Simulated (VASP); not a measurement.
# NaCl (Fm-3m) in VASP: a series of runs

NaCl is run at these levels: PBE; tasks: single point, relaxation of cell and atoms.

Program: VASP 6.6.1. These are calculated values, not measurements. Logs are shortened: lines on timing, memory, paths and dates and some standing lists are left out, and cuts for length are marked.

### 1 The cell of the first run

The structure is cubic, space group Fm-3m (No. 225). The conventional cell has a = 5.693 Å, b = 5.693 Å, c = 5.693 Å, α = 90.00°, β = 90.00°, γ = 90.00°. Na (site symmetry m-3m) has 6 Cl at 2.85 Å within 3.8 Å. Cl (site symmetry m-3m) has 6 Na at 2.85 Å within 3.8 Å.

### 2 Single point, PBE

Input file INCAR:

```
PREC     = Accurate       # precision mode
ENCUT    = 500            # plane-wave cutoff, eV
EDIFF    = 1E-6           # SCF threshold, eV
ISMEAR   = 0              # smearing method
SIGMA    = 0.02           # smearing width, eV
LREAL    = False          # projectors in reciprocal space
LASPH    = True           # aspherical terms in the spheres
NELM     = 120            # most SCF steps
ALGO     = Normal         # electronic algorithm
ISIF     = 2              # what is computed and relaxed
LWAVE    = False          # write WAVECAR
LCHARG   = False          # write CHGCAR
GGA      = PE             # functional
NBANDS   = 14             # bands
GGA_COMPAT= False
```

Input file KPOINTS:

```
regular mesh
0
Gamma
  8 8 8
```

Input file POSCAR:

```
NaCl
1.0
    0.0000000000      2.8465775974      2.8465775974
    2.8465775974      0.0000000000      2.8465775974
    2.8465775974      2.8465775974      0.0000000000
Na Cl
1 1
Direct
    0.0000000000      0.0000000000      0.0000000000
    0.5000000000      0.5000000000      0.5000000000
```

Potentials or basis: VASP PAW PBE potentials, release 64 (Na_pv, Cl).

On the command line:

```sh
> cat potpaw_PBE.64/Na_pv/POTCAR potpaw_PBE.64/Cl/POTCAR > POTCAR
> mpirun -np 1 vasp_std > vasp.out
```

OUTCAR:

```text
PREC = Accurate
   ENCUT = 500
   EDIFF = 1E-6
   ISMEAR = 0
   LREAL = False
   LASPH = True
   NELM = 120
   ISIF = 2
   GGA = PE

 ion  position               nearest neighbor table
   1  0.000  0.000  0.000-
   2  0.500  0.500  0.500-

  LATTYP: Found a face centered cubic cell.
 ALAT       =     5.6931551948

  Lattice vectors:

 A1 = (   0.0000000000,   2.8465775974,   2.8465775974)
 A2 = (   2.8465775974,   0.0000000000,   2.8465775974)
 A3 = (   2.8465775974,   2.8465775974,   0.0000000000)

Analysis of symmetry for initial positions (statically):
=====================================================================
 Subroutine PRICEL returns:
 Original cell was already a primitive cell.

 Routine SETGRP: Setting up the symmetry group for a
 face centered cubic supercell.

 Subroutine GETGRP returns: Found 48 space group operations
 (whereof 48 operations were pure point group operations)
 out of a pool of 48 trial point group operations.

The static configuration has the point symmetry O_h .

Analysis of symmetry for dynamics (positions and initial velocities):
=====================================================================
 Subroutine PRICEL returns:
 Original cell was already a primitive cell.

 Routine SETGRP: Setting up the symmetry group for a
 face centered cubic supercell.

 Subroutine GETGRP returns: Found 48 space group operations
 (whereof 48 operations were pure point group operations)
 out of a pool of 48 trial point group operations.

The dynamic configuration has the point symmetry O_h .

 Subroutine INISYM returns: Found 48 space group operations
 (whereof 48 operations are pure point group operations),
 and found     1 'primitive' translations

----------------------------------------------------------------------------------------

                                     Primitive cell

  volume of cell :      46.1317

  direct lattice vectors                    reciprocal lattice vectors
     0.000000000  2.846577597  2.846577597    -0.175649524  0.175649524  0.175649524
     2.846577597  0.000000000  2.846577597     0.175649524 -0.175649524  0.175649524
     2.846577597  2.846577597  0.000000000     0.175649524  0.175649524 -0.175649524

  length of vectors
     4.025668645  4.025668645  4.025668645     0.304233900  0.304233900  0.304233900

  position of ions in fractional coordinates (direct lattice)
     0.000000000  0.000000000  0.000000000
     0.500000000  0.500000000  0.500000000

  ion indices of the primitive-cell ions
   primitive index   ion index
                 1           1
                 2           2

----------------------------------------------------------------------------------------

 KPOINTS: regular mesh

Automatic generation of k-mesh.
 Grid dimensions read from file:
 generate k-points for:    8    8    8

 Generating k-lattice:

  Cartesian coordinates                     Fractional coordinates (reciprocal lattice)
    -0.021956190  0.021956190  0.021956190     0.125000000  0.000000000  0.000000000
     0.021956190 -0.021956190  0.021956190     0.000000000  0.125000000  0.000000000
     0.021956190  0.021956190 -0.021956190     0.000000000  0.000000000  0.125000000

  Length of vectors
     0.038029237  0.038029237  0.038029237

  Shift w.r.t. Gamma in fractional coordinates (k-lattice)
     0.000000000  0.000000000  0.000000000

 Subroutine IBZKPT returns following result:
 ===========================================

 Found     29 irreducible k-points:

 Following reciprocal coordinates:
            Coordinates               Weight
  0.000000  0.000000  0.000000      1.000000
  0.125000  0.000000  0.000000      8.000000
  0.250000  0.000000  0.000000      8.000000
  0.375000  0.000000  0.000000      8.000000
  0.500000  0.000000  0.000000      4.000000
  0.125000  0.125000  0.000000      6.000000
[... 16 lines left out ...]
  0.500000  0.250000  0.125000     48.000000
 -0.375000  0.250000  0.125000     24.000000
 [... further k-points ...]
   k-points           NKPTS =     29   k-points in BZ     NKDIM =     29   number of bands    NBANDS=     14
   number of dos      NEDOS =    301   number of ions     NIONS =      2
   total plane-waves  NPLWV =  27000
   dimension x,y,z NGX =    30 NGY =   30 NGZ =   30
   dimension x,y,z NGXF=    60 NGYF=   60 NGZF=   60
   ions per type =               1   1
   NGX,Y,Z   is equivalent  to a cutoff of  12.39, 12.39, 12.39 a.u.
   NGXF,Y,Z  is equivalent  to a cutoff of  24.78, 24.78, 24.78 a.u.
 SYSTEM =  unknown system
   PREC   = accura    normal or accurate (medium, high low for compatibility)
   ISTART =      0    job   : 0-new  1-cont  2-samecut
   ICHARG =      2    charge: 1-file 2-atom 10-const
   ISPIN  =      1    spin polarized calculation?
   LNONCOLLINEAR =      F non collinear calculations
   LSORBIT =      F    spin-orbit coupling
   LASPH  =      T    aspherical Exc in radial PAW
   ENCUT  =  500.0 eV  36.75 Ry    6.06 a.u.   7.34  7.34  7.34*2*pi/ulx,y,z
   NELM   =    120;   NELMIN=  2; NELMDL= -5     # of ELM steps
   EDIFF  = 0.1E-05   stopping-criterion for ELM
   LREAL  =      F    real-space projection
   EDIFFG = 0.1E-04   stopping-criterion for IOM
   NSW    =      0    number of steps for IOM
   IBRION =     -1    ionic relax: 0-MD 1-quasi-New 2-CG
   NFREE  =      0    steps in history (QN), initial steepest desc. (CG)
   ISIF   =      2    stress and relaxation
   ISYM   =      2    0-nonsym 1-usesym 2-fastsym
   POTIM  = 0.5000    time-step for ionic-motion
   TEBEG  =    0.0;   TEEND  =   0.0 temperature during run
   PSTRESS=    0.0 pullay stress
   NELECT =      14.0000    total number of electrons
   NUPDOWN=      -1.0000    fix difference up-down
   EMIN   =  10.00;   EMAX   =-10.00  energy-range for DOS
   EFERMI =   0.00;   METHOD = LEGACY
   ISMEAR =     0;   SIGMA  =   0.02  broadening in eV -4-tet -1-fermi 0-gaus
   EFERMI_NEDOS =   21; number of points for ismear=-14 and -15
   IALGO  =     38    algorithm
   IMIX   =      4    mixing-type and parameters
     AMIX     =   0.40;   BMIX     =  1.00
     AMIX_MAG =   1.60;   BMIX_MAG =  1.00
  volume/ion in A,a.u.               =      23.07       155.66
  Fermi-wavevector in a.u.,A,eV,Ry     =   1.100148  2.078978 16.467483  1.210326
  Thomas-Fermi vector in A             =   2.236554
   LORBIT       =      0    0 simple, 1 ext, 2 COOP (PROOUT), +10 PAW based schemes
   GGA     = PE    functional components
   LHFCALC =     F    Hartree Fock is set to
   AEXX    =    0.0000 exact exchange contribution
   IVDW    =     0    specifies the selected vdW correction
   LEPSILON=     F    determine dielectric tensor
   LRPA    =     F    only Hartree local field effects (RPA)
 non-spin polarized calculation
 Gauss-broadening in eV      SIGMA  =   0.02
  energy-cutoff  :      500.00
  volume of cell :       46.13
 maximum number of plane-waves:      1211
 NGX is ok and might be reduce to    30
   NGX = 15   NGY = 15   NGZ = 15

 number of electron      13.9999992 magnetization

 Free energy of the ion-electron system (eV)
  ---------------------------------------------------
  ext. energy  EPLUGINS =         0.00000000
  ---------------------------------------------------
  free energy    TOTEN  =        -6.77768479 eV

  energy without entropy =       -6.77768479  energy(sigma->0) =       -6.77768479

 E-fermi :  -0.6890     XC(G=0):  -8.0468

 val. band max:       -0.8909853014   @ k =   0.0000   0.0000   0.0000
 cond. band min:       4.1092848588   @ k =   0.0000   0.0000   0.0000
 fundamental gap:      5.0002701601
 Fermi energy:        -0.6889548387

 k-point     1 :       0.0000    0.0000    0.0000
  band No.  band energies     occupation
      1     -21.7657      2.00000
      2     -21.7657      2.00000
      3     -21.7657      2.00000
      4     -13.4883      2.00000
      5      -0.8910      2.00000
      6      -0.8910      2.00000
      7      -0.8910      2.00000
      8       4.1093      0.00000
      9      10.1987      0.00000
     10      10.1987      0.00000
     11      10.1987      0.00000
     12      12.3234      0.00000
     13      12.3234      0.00000
     14      13.8832      0.00000

 k-point     2 :       0.1250    0.0000    0.0000
  band No.  band energies     occupation
      1     -21.7694      2.00000
      2     -21.7659      2.00000
      3     -21.7659      2.00000
      4     -13.4451      2.00000
      5      -1.2433      2.00000
      6      -0.9292      2.00000
      7      -0.9292      2.00000
      8       4.5936      0.00000
      9       9.6533      0.00000
     10      10.3832      0.00000
     11      10.3832      0.00000
     12      12.0500      0.00000
     13      12.0500      0.00000
     14      14.7552      0.00000

 k-point     3 :       0.2500    0.0000    0.0000
  band No.  band energies     occupation
      1     -21.7785      2.00000
      2     -21.7666      2.00000
      3     -21.7666      2.00000
      4     -13.3379      2.00000
      5      -1.9398      2.00000
      6      -1.0187      2.00000
      7      -1.0187      2.00000
      8       5.5665      0.00000
      9       9.0537      0.00000
     10      10.4486      0.00000
     11      10.4486      0.00000
     12      12.2574      0.00000
     13      12.2574      0.00000
     14      14.5019      0.00000
[... 324 lines left out ...]
 k-point    23 :       0.5000    0.2500    0.1250
  band No.  band energies     occupation
      1     -21.7842      2.00000
      2     -21.7724      2.00000
      3     -21.7688      2.00000
      4     -13.1842      2.00000
      5      -2.3569      2.00000
      6      -1.5412      2.00000
      7      -1.2298      2.00000
      8       7.1622      0.00000
      9       8.5752      0.00000
     10       8.9884      0.00000
     11      10.9158      0.00000
     12      12.7178      0.00000
     13      14.9878      0.00000
     14      15.4790      0.00000

 k-point    24 :      -0.3750    0.2500    0.1250
  band No.  band energies     occupation
      1     -21.7862      2.00000
      2     -21.7728      2.00000
      3     -21.7695      2.00000
      4     -13.1490      2.00000
      5      -2.4678      2.00000
      6      -1.6149      2.00000
      7      -1.2806      2.00000
      8       7.3659      0.00000
      9       8.5225      0.00000
     10       9.2600      0.00000
     11      10.7363      0.00000
     12      13.3130      0.00000
     13      14.5357      0.00000
     14      15.5866      0.00000

 [... further k-points ...]
[... 5 lines left out ...]
  --------------------------------------------------------------------------------------
  -------------------------------------------------------------------------------------
  Total       -0.0048126     -0.0048126     -0.0048126      0.0000000      0.0000000      0.0000000
  in kB       -0.1671441     -0.1671441     -0.1671441      0.0000000      0.0000000      0.0000000
  external PRESSURE =      -0.1671441 kB  Pullay stress =       0.0000000 kB

 VOLUME and BASIS-vectors are now :
 -----------------------------------------------------------------------------
  energy-cutoff  :      500.00
  volume of cell :       46.13
      direct lattice vectors                 reciprocal lattice vectors
     0.000000000  2.846577597  2.846577597    -0.175649524  0.175649524  0.175649524
     2.846577597  0.000000000  2.846577597     0.175649524 -0.175649524  0.175649524
     2.846577597  2.846577597  0.000000000     0.175649524  0.175649524 -0.175649524

 POSITION                                       TOTAL-FORCE (eV/Angst)
 -----------------------------------------------------------------------------------
      0.00000      0.00000      0.00000        -0.000000     -0.000000     -0.000000
      2.84658      2.84658      2.84658         0.000000      0.000000      0.000000
 -----------------------------------------------------------------------------------
    total drift:                               -0.000000      0.000000      0.000000

  FREE ENERGIE OF THE ION-ELECTRON SYSTEM (eV)
  ---------------------------------------------------
  free  energy   TOTEN  =        -6.7776847851 eV

  energy  without entropy=       -6.7776847851  energy(sigma->0) =       -6.77768479
```

It used 23 s of CPU time on 1 thread of AMD EPYC 7R13 Processor (Zen 3), on a shared host.

Results:

| Quantity | Value |
| --- | --- |
| Free energy | -6.7777 eV |
| Pressure | 0.0 GPa |
| Band gap on the k mesh | 5.00 eV, direct |

Levels at points of the mesh, in eV from the valence-band top:
```
           k point  band 4  band 5  band 6  band 7  band 8  band 9  band 10  band 11
(0.00, 0.00, 0.00)  -12.60    0.00    0.00    0.00    5.00   11.09    11.09    11.09
(0.50, 0.00, 0.00)  -12.29   -1.84   -0.25   -0.25    7.22   10.40    10.90    10.90
(0.50, 0.50, 0.00)  -12.24   -1.58   -0.57   -0.57    7.45    8.10    11.12    14.53
```

A k mesh can miss the band edges. PBE gaps usually lie below the measured ones, often by a third to a half.

### 3 Relaxation of cell and atoms, PBE

This run uses another cell than the first one, of 24.07 Å³/atom, 1.043 times its volume.

Input file INCAR:

```
  PREC = Accurate
  ENCUT = 500
  EDIFF = 1E-7
  ISMEAR = 0
  SIGMA = 0.02
  LREAL = False
  LASPH = True
  NELM = 120
  ALGO = Normal
  ISIF = 3
  LWAVE = False
  LCHARG = False
  GGA = PE
  IBRION = 2
  NSW = 80
  EDIFFG = -0.01
  GGA_COMPAT = False
  NELMIN = 4
```

Input file KPOINTS:

```
Automatic mesh
0
Gamma
  8 8 8
```

Input file POSCAR:

```
NaCl
1.0
    0.0000000000      2.8872369182      2.8872369182
    2.8872369182      0.0000000000      2.8872369182
    2.8872369182      2.8872369182      0.0000000000
Na Cl
1 1
Direct
    0.0000000000      0.0000000000      0.0000000000
    0.5000000000      0.5000000000      0.5000000000
```

Potentials or basis: VASP PAW PBE potentials, release 64 (Na_pv, Cl).

On the command line:

```sh
> cat potpaw_PBE.64/Na_pv/POTCAR potpaw_PBE.64/Cl/POTCAR > POTCAR
> mpirun -np 1 vasp_std > vasp.out
```

OUTCAR:

```text
PREC = Accurate
   ENCUT = 500
   EDIFF = 1E-7
   ISMEAR = 0
   LREAL = False
   LASPH = True
   NELM = 120
   ISIF = 3
   GGA = PE
   IBRION = 2
   NSW = 80
   EDIFFG = -0.01
   NELMIN = 4

 ion  position               nearest neighbor table
   1  0.000  0.000  0.000-
   2  0.500  0.500  0.500-

  LATTYP: Found a face centered cubic cell.
 ALAT       =     5.7744738364

  Lattice vectors:

 A1 = (   0.0000000000,   2.8872369182,   2.8872369182)
 A2 = (   2.8872369182,   0.0000000000,   2.8872369182)
 A3 = (   2.8872369182,   2.8872369182,   0.0000000000)

Analysis of symmetry for initial positions (statically):
=====================================================================
 Subroutine PRICEL returns:
 Original cell was already a primitive cell.

 Routine SETGRP: Setting up the symmetry group for a
 face centered cubic supercell.

 Subroutine GETGRP returns: Found 48 space group operations
 (whereof 48 operations were pure point group operations)
 out of a pool of 48 trial point group operations.

The static configuration has the point symmetry O_h .

Analysis of symmetry for dynamics (positions and initial velocities):
=====================================================================
[... 168 lines left out ...]
  Total       -0.2826698     -0.2826698     -0.2826698     -0.0000000      0.0000000      0.0000000
  in kB       -9.4083357     -9.4083357     -9.4083357     -0.0000000      0.0000000      0.0000000
  external PRESSURE =      -9.4083357 kB  Pullay stress =       0.0000000 kB
[... 59 lines left out ...]
--------------------------------------- Ionic step        3  -------------------------------------------

 number of electron      13.9999992 magnetization

 Free energy of the ion-electron system (eV)
  ---------------------------------------------------
  ext. energy  EPLUGINS =         0.00000000
  ---------------------------------------------------
  free energy    TOTEN  =        -6.77849672 eV

  energy without entropy =       -6.77849672  energy(sigma->0) =       -6.77849672

 E-fermi :  -0.8140     XC(G=0):  -8.0408

 val. band max:       -0.8985159920   @ k =   0.0000   0.0000   0.0000
 cond. band min:       4.0973875365   @ k =   0.0000   0.0000   0.0000
 fundamental gap:      4.9959035285
 Fermi energy:        -0.8139673663

 k-point     1 :       0.0000    0.0000    0.0000
  band No.  band energies     occupation
      1     -21.7754      2.00000
      2     -21.7754      2.00000
      3     -21.7754      2.00000
      4     -13.4928      2.00000
      5      -0.8985      2.00000
      6      -0.8985      2.00000
      7      -0.8985      2.00000
      8       4.0974      0.00000
      9      10.1899      0.00000
     10      10.1899      0.00000
     11      10.1899      0.00000
[... 309 lines left out ...]
 k-point    24 :      -0.3750    0.2500    0.1250
  band No.  band energies     occupation
      1     -21.7957      2.00000
      2     -21.7825      2.00000
      3     -21.7792      2.00000
      4     -13.1548      2.00000
      5      -2.4718      2.00000
      6      -1.6207      2.00000
      7      -1.2871      2.00000
      8       7.3555      0.00000
      9       8.5089      0.00000
     10       9.2479      0.00000
     11      10.7240      0.00000

 [... further k-points ...]
[... 5 lines left out ...]
  --------------------------------------------------------------------------------------
  -------------------------------------------------------------------------------------
  Total       -0.0101991     -0.0101991     -0.0101991      0.0000000      0.0000000      0.0000000
  in kB       -0.3537408     -0.3537408     -0.3537408      0.0000000      0.0000000      0.0000000
  external PRESSURE =      -0.3537408 kB  Pullay stress =       0.0000000 kB
[... 17 lines left out ...]
  FREE ENERGIE OF THE ION-ELECTRON SYSTEM (eV)
  ---------------------------------------------------
  free  energy   TOTEN  =        -6.7784967168 eV

  energy  without entropy=       -6.7784967168  energy(sigma->0) =       -6.77849672

 reached required accuracy - stopping structural energy minimisation
```

CONTCAR:

```text
NaCl
   1.00000000000000
    -0.0000000000000000    2.8478587054682283    2.8478587054682283
     2.8478587054682283    0.0000000000000000    2.8478587054682283
     2.8478587054682283    2.8478587054682283    0.0000000000000000
  Na              Cl
     1     1
Direct
     0.0000000000000000    0.0000000000000000    0.0000000000000000
     0.5000000000000000    0.5000000000000000    0.5000000000000000

  0.00000000E+00  0.00000000E+00  0.00000000E+00
  0.00000000E+00  0.00000000E+00  0.00000000E+00
```

It used 85 s of CPU time on 1 thread of AMD EPYC 7R13 Processor (Zen 3), on a shared host.

What came out:

| Property | Result |
| --- | --- |
| Free energy | -6.7785 eV |
| Relaxed volume | 23.10 Å³/atom |
| Relaxed cell | a = 4.027 Å, b = 4.027 Å, c = 4.027 Å, α = 60.00°, β = 60.00°, γ = 60.00° |
| Space group after relaxing (to 0.05 Å) | Fm-3m (No. 225) |
| Energy gained by relaxing | 3.1 meV/atom |
| Ionic steps | 3 |
| Pressure after relaxing | 0.0 GPa |
| Band gap on the k mesh | 5.00 eV, direct |

The path:
| step | energy change (eV) | largest force (eV/Å) | pressure (GPa) | volume (Å³) |
| --- | --- | --- | --- | --- |
| 1 | 0.0000 | 0.0000 | -0.94 | 48.14 |
| 2 | -0.0045 | 0.0000 | -0.51 | 47.16 |
| 3 | -0.0061 | 0.0000 | -0.04 | 46.19 |

Final structure:
```cif
data_structure
_symmetry_space_group_name_H-M 'P 1'
_symmetry_Int_Tables_number 1
_cell_length_a 4.0275
_cell_length_b 4.0275
_cell_length_c 4.0275
_cell_angle_alpha 60.000
_cell_angle_beta 60.000
_cell_angle_gamma 60.000
_cell_volume 46.19
loop_
_atom_site_label
_atom_site_type_symbol
_atom_site_fract_x
_atom_site_fract_y
_atom_site_fract_z
_atom_site_occupancy
Na1 Na 0.00000 0.00000 0.00000 1
Cl1 Cl 0.50000 0.50000 0.50000 1
```

A k mesh can miss the band edges. As with any semilocal functional, this PBE gap is likely too small.
